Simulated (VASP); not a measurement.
# Be5Te in VASP: a series of runs, part 2 of 2

VASP 6.6.1. The steps go on from the part before.

**5. Relaxation of cell and atoms, PBE**

This run uses another cell than the first one, of the same volume but with other edges.

INCAR

```
SYSTEM = Be5Te
PREC = Accurate
ENCUT = 600
EDIFF = 1E-6
ISMEAR = 0
SIGMA = 0.2
LREAL = .FALSE.
LASPH = .TRUE.
NELM = 80
ALGO = Normal
ISIF = 3
LWAVE = .FALSE.
LCHARG = .FALSE.
GGA = PE
IBRION = 2
NSW = 36
EDIFFG = -0.08
```

KPOINTS

```
Automatic mesh
0
G
  5 5 2
  0 0 0
```

POSCAR

```
Be5Te
1.0
    3.9700000000      0.0000000000      0.0000000000
   -1.9850000000      3.4381208500      0.0000000000
    0.0000000000      0.0000000000     10.6000000000
Be Te
10 2
Direct
    0.0000000000      0.0000000000      0.0000000000
    0.0000100000      0.6666800000      0.8300000000
    0.6666700000      0.9999900000      0.8300000000
    0.6666666700      0.3333333300      0.0000000000
    0.3333333300      0.6666666700      0.0000000000
    0.3333200000      0.3333300000      0.8300000000
    0.9999900000      0.6666700000      0.1700000000
    0.3333300000      0.3333200000      0.1700000000
    0.6666800000      0.0000100000      0.1700000000
    0.0000000000      0.0000000000      0.5000000000
    0.6666666700      0.3333333300      0.6360000000
    0.3333333300      0.6666666700      0.3640000000
```

Potentials or basis: VASP PAW PBE potentials, release 64 (Be, Te).

Command:

```console
$ cat potpaw_PBE.64/Be/POTCAR potpaw_PBE.64/Te/POTCAR > POTCAR
$ mpirun -np 1 vasp_std > vasp.out
```

OUTCAR:

```text
SYSTEM = Be5Te
   PREC = Accurate
   ENCUT = 600
   EDIFF = 1E-6
   ISMEAR = 0
   LREAL = .FALSE.
   LASPH = .TRUE.
   NELM = 80
   ISIF = 3
   GGA = PE
   IBRION = 2
   NSW = 36
   EDIFFG = -0.08

 ion  position               nearest neighbor table
   1  0.000  0.000  0.000-   7 2.24   6 2.24   8 2.24   2 2.24   3 2.24   9 2.24   4 2.29   5 2.29
                             5 2.29   4 2.29   4 2.29   5 2.29
   2  0.000  0.667  0.830-   1 2.24   5 2.24   4 2.24   6 2.29   3 2.29   6 2.29   3 2.29   3 2.29
                             6 2.29  11 2.45
   3  0.667  1.000  0.830-   1 2.24   5 2.24   4 2.24   6 2.29   2 2.29   6 2.29   2 2.29   2 2.29
                             6 2.29  11 2.45
   4  0.667  0.333  0.000-   9 2.24   7 2.24   8 2.24   3 2.24   2 2.24   6 2.24   5 2.29   1 2.29
                             5 2.29   1 2.29   1 2.29   5 2.29
   5  0.333  0.667  0.000-   2 2.24   3 2.24   6 2.24   7 2.24   9 2.24   8 2.24   4 2.29   1 2.29
                             4 2.29   1 2.29   1 2.29   4 2.29
   6  0.333  0.333  0.830-   1 2.24   5 2.24   4 2.24   2 2.29   3 2.29   3 2.29   2 2.29   2 2.29
                             3 2.29  11 2.45
   7  1.000  0.667  0.170-   1 2.24   4 2.24   5 2.24   8 2.29   9 2.29   9 2.29   8 2.29   8 2.29
                             9 2.29  12 2.45
   8  0.333  0.333  0.170-   1 2.24   4 2.24   5 2.24   7 2.29   9 2.29   7 2.29   9 2.29   9 2.29
                             7 2.29  12 2.45
   9  0.667  0.000  0.170-   1 2.24   4 2.24   5 2.24   7 2.29   8 2.29   7 2.29   8 2.29   8 2.29
                             7 2.29  12 2.45
  10  0.000  0.000  0.500-  11 2.71  12 2.71  12 2.71  11 2.71  11 2.71  12 2.71
  11  0.667  0.333  0.636-   3 2.45   2 2.45   6 2.45  10 2.71  10 2.71  10 2.71  12 3.68  12 3.68
                            12 3.68
  12  0.333  0.667  0.364-   7 2.45   9 2.45   8 2.45  10 2.71  10 2.71  10 2.71  11 3.68  11 3.68
                            11 3.68

  LATTYP: Found a hexagonal cell.
 ALAT       =     3.9700000000
 C/A-ratio  =     2.6700251889

  Lattice vectors:

 A1 = (   3.9700000000,   0.0000000000,   0.0000000000)
 A2 = (  -1.9850000000,   3.4381208500,   0.0000000000)
 A3 = (   0.0000000000,   0.0000000000,  10.6000000000)

Analysis of symmetry for initial positions (statically):
=====================================================================
 Subroutine PRICEL returns:
 Original cell was already a primitive cell.

 Routine SETGRP: Setting up the symmetry group for a
 hexagonal supercell.

[... 141 lines left out ...]
   IMIX   =      4    mixing-type and parameters
     AMIX     =   0.40;   BMIX     =  1.00
     AMIX_MAG =   1.60;   BMIX_MAG =  1.00
  volume/ion in A,a.u.               =      12.06        81.36
  Fermi-wavevector in a.u.,A,eV,Ry     =   0.990039  1.870903 13.336122  0.980177
  Thomas-Fermi vector in A             =   2.121681
   LORBIT       =      0    0 simple, 1 ext, 2 COOP (PROOUT), +10 PAW based schemes
   GGA     = PE    functional components
   LHFCALC =     F    Hartree Fock is set to
   AEXX    =    0.0000 exact exchange contribution
   IVDW    =     0    specifies the selected vdW correction
   LEPSILON=     F    determine dielectric tensor
   LRPA    =     F    only Hartree local field effects (RPA)
 conjugate gradient relaxation of ions
 non-spin polarized calculation
 Gauss-broadening in eV      SIGMA  =   0.20
  energy-cutoff  :      600.00
  volume of cell :      144.68
 maximum number of plane-waves:      4848
 NGX is ok and might be reduce to    32

--------------------------------------- Ionic step        1  -------------------------------------------

 number of electron      32.0000001 magnetization

 Free energy of the ion-electron system (eV)
  ---------------------------------------------------
  ext. energy  EPLUGINS =         0.00000000
  ---------------------------------------------------
  free energy    TOTEN  =       -41.91107631 eV

  energy without entropy =      -41.88028015  energy(sigma->0) =      -41.89567823

------------------------ aborting loop because EDIFF is reached ----------------------------------------

  FORCE on cell =-STRESS in cart. coord.  units (eV):
  Direction    XX          YY          ZZ          XY          YZ          ZX
  --------------------------------------------------------------------------------------
  -------------------------------------------------------------------------------------
  Total       -1.8157243     -1.8157243      4.4245256     -0.0000000      0.0000000      0.0000000
  in kB      -20.1068007    -20.1068007     48.9959047     -0.0000000      0.0000000      0.0000000
  external PRESSURE =       2.9274344 kB  Pullay stress =       0.0000000 kB
[... 171 lines left out ...]
--------------------------------------- Ionic step        5  -------------------------------------------

 number of electron      32.0000000 magnetization

 Free energy of the ion-electron system (eV)
  ---------------------------------------------------
  ext. energy  EPLUGINS =         0.00000000
  ---------------------------------------------------
  free energy    TOTEN  =       -42.14382705 eV

  energy without entropy =      -42.11837115  energy(sigma->0) =      -42.13109910

 E-fermi :   6.7832     XC(G=0): -10.1469

 val. band max:        6.6931735295   @ k =   0.2000   0.0000   0.0000
 cond. band min:       6.8425593106   @ k =   0.0000   0.0000   0.5000
 fundamental gap:      0.1493857811
 Fermi energy:         6.7831575311

 k-point     1 :       0.0000    0.0000    0.0000
  band No.  band energies     occupation
      1      -6.5546      2.00000
      2      -5.4028      2.00000
      3      -3.4308      2.00000
      4      -1.0286      2.00000
      5       0.0128      2.00000
      6       3.3930      2.00000
[... 288 lines left out ...]
  FREE ENERGIE OF THE ION-ELECTRON SYSTEM (eV)
  ---------------------------------------------------
  free  energy   TOTEN  =       -42.1438270489 eV

  energy  without entropy=      -42.1183711536  energy(sigma->0) =      -42.13109910

 reached required accuracy - stopping structural energy minimisation
```

Run time: 89 s. Hardware: 1 thread of Intel Xeon 6975P-C (Granite Rapids), shared host; peak memory 0.31 GiB.

Results:

- Free energy: -42.1438 eV
- Relaxed volume: 11.97 Å³/atom
- Relaxed cell: a = 3.920 Å, b = 3.920 Å, c = 10.796 Å, α = 90.00°, β = 90.00°, γ = 120.00°
- Space group after relaxing (to 0.05 Å): P321 (No. 150)
- Energy gained by relaxing: 19.4 meV/atom
- Ionic steps: 5
- Pressure after relaxing: 0.4 GPa
- Largest force after relaxing: 0.077 eV/Å
- Band gap on the k mesh: zero (band 16 reaches 7.07 eV, above the bottom of band 17 at 6.11 eV)

Forces in eV/Å, atoms in the order of the input:
```
Be   0.000  0.000  0.000
Be  -0.015 -0.018  0.054
Be  -0.008  0.022  0.054
Be   0.000  0.000 -0.015
Be   0.000  0.000  0.015
Be   0.023 -0.004  0.054
Be   0.023  0.004 -0.054
Be  -0.015  0.018 -0.054
Be  -0.008 -0.022 -0.054
Be   0.000  0.000  0.000
Te   0.000  0.000  0.077
Te   0.000  0.000 -0.077
```

Step by step:
```tsv
step	energy change (eV)	largest force (eV/Å)	pressure (GPa)	volume (Å³)
1	0.0000	1.2198	0.29	144.68
2	-0.2124	0.2128	-0.55	145.11
3	-0.2231	0.1412	-0.60	145.23
4	-0.2313	0.0895	0.05	144.24
5	-0.2328	0.0768	0.44	143.66
```

Final structure:
```
Be Te
1.0
     3.91977    0.00000    0.00000
    -1.95989    3.39462    0.00000
     0.00000    0.00000   10.79642
Be Te
10 2
Direct
  0.00000 0.00000 0.00000
  0.00405 0.67124 0.83436
  0.66718 0.99595 0.83436
  0.66667 0.33333 0.00004
  0.33333 0.66667 0.99996
  0.32876 0.33282 0.83436
  0.99595 0.66718 0.16564
  0.33282 0.32876 0.16564
  0.67124 0.00405 0.16564
  0.00000 0.00000 0.50000
  0.66667 0.33333 0.62900
  0.33333 0.66667 0.37100
```

Levels at points of the mesh, in eV from the Fermi level:
| k point | band 14 | band 15 | band 16 | band 17 | band 18 | band 19 |
| --- | --- | --- | --- | --- | --- | --- |
| (0.00, 0.00, 0.00) | -0.64 | -0.64 | -0.34 | 0.06 | 0.09 | 0.51 |
| (0.00, 0.00, 0.50) | -0.64 | -0.54 | -0.36 | 0.06 | 0.09 | 1.21 |

Caveat: the k points lie up to 0.37 Å⁻¹ apart in the final cell; spin-orbit coupling is left out, which moves the levels of the heavy elements; the relaxation stopped at a loose force limit of 0.08 eV/Å, so its end isn't a converged minimum.

**6. Single point, PBE**

This run uses another cell than the first one, of 12.05 Å³/atom, 0.998 times its volume.

INCAR

```
PREC     = Accurate       # precision mode
ENCUT    = 520            # plane-wave cutoff, eV
EDIFF    = 1E-6           # SCF threshold, eV
ISMEAR   = 0              # smearing method
SIGMA    = 0.1            # smearing width, eV
LREAL    = F              # projectors in reciprocal space
LASPH    = T              # aspherical terms in the spheres
NELM     = 60             # most SCF steps
ALGO     = Fast           # electronic algorithm
ISIF     = 2              # what is computed and relaxed
LWAVE    = F              # write WAVECAR
LCHARG   = T              # write CHGCAR
GGA      = PE             # functional
LELF     = T              # ELF
LVHAR    = T            
NBANDS   = 28             # bands
```

KPOINTS

```
regular mesh
0
Gamma
  12 12 4
```

POSCAR

```
Be5Te
1.0
    3.9296811472      0.0000000000      0.0000000000
   -1.9648405736      3.4032037022      0.0000000000
    0.0000000000      0.0000000000     10.8111876711
Be Te
10 2
Direct
    0.0000000000      0.0000000000      0.0000000000
    0.0035901543      0.6704353453      0.8362260186
    0.6668451910      0.9964098457      0.8362260186
    0.6666666667      0.3333333333      0.0001970413
    0.3333333333      0.6666666667      0.9998029587
    0.3295646547      0.3331548090      0.8362260186
    0.9964098457      0.6668451910      0.1637739814
    0.3331548090      0.3295646547      0.1637739814
    0.6704353453      0.0035901543      0.1637739814
    0.0000000000      0.0000000000      0.5000000000
    0.6666666667      0.3333333333      0.6300392143
    0.3333333333      0.6666666667      0.3699607857
```

Potentials or basis: VASP PAW PBE potentials, release 64 (Be, Te).

Command:

```console
$ cat potpaw_PBE.64/Be/POTCAR potpaw_PBE.64/Te/POTCAR > POTCAR
$ mpirun -np 1 vasp_std > vasp.out
```

It took 2.6 min on 1 thread of Intel Xeon 6975P-C (Granite Rapids), shared host; peak memory 0.39 GiB.

Results (log left out):

* Free energy: -42.1185 eV
* Pressure: 0.1 GPa
* Largest force: 0.005 eV/Å
* Band gap on the k mesh: zero (band 16 reaches 7.69 eV, above the bottom of band 17 at 5.80 eV)

Forces on the atoms (eV/Å):
```
Be   0.000  0.000  0.000
Be   0.001  0.001 -0.005
Be   0.000 -0.001 -0.005
Be   0.000  0.000  0.000
Be   0.000  0.000  0.000
Be  -0.001  0.000 -0.005
Be  -0.001  0.000  0.005
Be   0.001 -0.001  0.005
Be   0.000  0.001  0.005
Be   0.000  0.000  0.000
Te   0.000  0.000 -0.004
Te   0.000  0.000  0.004
```

Stress tensor (GPa, compression positive):
```
0.09 0.00 0.00
0.00 0.09 0.00
0.00 0.00 0.17
```

Levels at points of the mesh, in eV from the Fermi level:
```tsv
k point	band 14	band 15	band 16	band 17	band 18	band 19
(0.00, 0.00, 0.00)	-0.64	-0.64	-0.35	0.06	0.09	0.48
(0.50, 0.00, 0.00)	-2.31	-1.18	-0.59	0.61	1.40	1.82
(0.00, 0.00, 0.50)	-0.69	-0.55	-0.37	0.06	0.09	1.23
(0.50, 0.00, 0.50)	-2.23	-1.20	-1.03	-0.90	1.83	2.05
```

Caveat: spin-orbit coupling is left out, which moves the levels of the heavy elements.

**7. Summary**

```csv
task,cell,k mesh,cutoff (eV),smearing,gap on the mesh (eV),pressure (GPa),largest force (eV/Å)
single point,"a = 3.926, b = 3.926, c = 10.853 Å, angles 90.0, 90.0, 120.0°, 12 atoms",5 × 5 × 2,520,gaussian 0.2 eV,none,-0.2,0.02
single point,"a = 3.930, b = 3.930, c = 10.811 Å, angles 90.0, 90.0, 120.0°, 12 atoms",6 × 6 × 2,520,gaussian 0.2 eV,none,0.1,0.08
single point,"a = 3.919, b = 3.919, c = 10.857 Å, angles 90.1, 90.0, 120.0°, 12 atoms",6 × 6 × 2,520,gaussian 0.2 eV,none,0.2,0.02
relaxation of cell and atoms,"relaxed from a = 3.970, b = 3.970, c = 10.600 Å, angles 90.0, 90.0, 120.0°, 12 atoms",5 × 5 × 2,600,gaussian 0.2 eV,none,0.4,0.08
single point,"a = 3.930, b = 3.930, c = 10.811 Å, angles 90.0, 90.0, 120.0°, 12 atoms",12 × 12 × 4,520,gaussian 0.1 eV,none,0.1,0.01
```

Alike in all rows: level PBE; potentials or basis VASP PAW PBE potentials, release 64 (Be, Te); no spin polarisation.

Caveats: some runs use coarse meshes; spin-orbit coupling is left out, which moves the levels of the heavy elements; the relaxation stopped at a loose force limit of 0.08 eV/Å, so its end isn't a converged minimum (some runs).

Total energies depend on the potentials used, so only differences within one code and one set of settings carry meaning.
